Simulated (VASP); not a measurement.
A run of VASP 6.6.1 is set up as follows.

File INCAR:

```
PREC = Accurate ; ENCUT = 520
EDIFF = 1E-6 ; ISMEAR = 0
SIGMA = 0.15 ; LREAL = False
LASPH = True ; NELM = 100
ALGO = Normal ; ISIF = 2
LWAVE = False ; LCHARG = True
GGA = CA ; LELF = True
LVHAR = True ; NBANDS = 8
```

KPOINTS

```
regular mesh
0
Gamma
  22 22 22
```

The input POSCAR:

```
Al
1.0
   -1.4433500387      1.4433500387      1.9462131922
    1.4433500387     -1.4433500387      1.9462131922
    1.4433500387      1.4433500387     -1.9462131922
Al
1
Direct
    0.0000000000      0.0000000000      0.0000000000
```

Potentials or basis: VASP PAW LDA potentials, release 64 (Al).

Command:

```console
$ cat potpaw_LDA.64/Al/POTCAR > POTCAR
$ mpirun -np 1 vasp_std > vasp.out
```

(1) Predict the pressure.

(2) Predict the band gap on the k mesh.

## Answers

(1) -1.8 GPa.

(2) zero (an odd number of electrons rules out a gap without spin polarisation).
